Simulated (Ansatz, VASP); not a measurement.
AlNi in VASP and in Ansatz

The input INCAR:

```
  PREC = Accurate
  ENCUT = 520
  EDIFF = 1E-7
  ISMEAR = 0
  SIGMA = 0.1
  LREAL = F
  LASPH = T
  NELM = 100
  ALGO = Fast
  ISIF = 2
  LWAVE = F
  LCHARG = T
  GGA = PS
  LELF = T
  LVHAR = T
  NBANDS = 14
```

Contents of KPOINTS:

```
regular mesh
0
Gamma
  20 20 18
```

Contents of POSCAR:

```
AlNi
1.0
    1.9386940000     -1.9531901500      0.0000000000
    1.9386940000      1.9531901500      0.0000000000
    0.0000000000      0.0000000000      3.0994300413
Al Ni
1 1
Direct
    0.0000000000      0.0000000000      0.0000000000
    0.5000000000      0.5000000000      0.5000000000
```

Input for Ansatz:

```yaml
crystal:
  lattice:
    - [1.938694, -1.95319015, 0.0]
    - [1.938694, 1.95319015, 0.0]
    - [0.0, 0.0, 3.0994300413]
  atoms:
    - { symbol: Al, position: [0.0, 0.0, 0.0] }
    - { symbol: Ni, position: [0.5, 0.5, 0.5] }
basis:
  ecutwfc: 420
kpoints:
  mp_grid: { grid: [20, 20, 18] }
hamiltonian:
  xc: pbesol
scf:
  occupations: { method: gaussian, width: 0.1 }
output:
  forces: true
  stress: true
  eigenvalues: true
```

Alike in both runs: task single point; functional PBEsol; k mesh 20 × 20 × 18; occupations gaussian, width 0.1 eV; no spin polarisation.

```csv
,VASP,Ansatz
version,VASP 6.6.1,Ansatz 0.2.0
potentials or method,"VASP PAW PBE potentials, release 64 (Al, Ni), cutoff 520 eV","scalar-relativistic, plane waves, PAW"
valence electrons in the cell,13,21
```

VASP gave:

| Quantity | Value |
| --- | --- |
| gap on the k mesh at the Fermi level (eV) | none |
| pressure (GPa) | 0.4 |
| traceless stress, the component that is largest in VASP (GPa) | -4.63 |

**Question.** Which values does Ansatz return?

**Answer.** gap on the k mesh at the Fermi level (eV): none; pressure (GPa): 0.4; traceless stress, the component that is largest in VASP (GPa): -4.49.

VASP's potentials were made for PBE, not for PBEsol. A gap of «none» marks a metal or a gap that the smearing closes. With one functional, cell and mesh, what is left measures potentials, basis and numerics. VASP's potentials hold 13 valence electrons a cell and Ansatz's 21, so a difference there can come from the potentials and not from the codes.
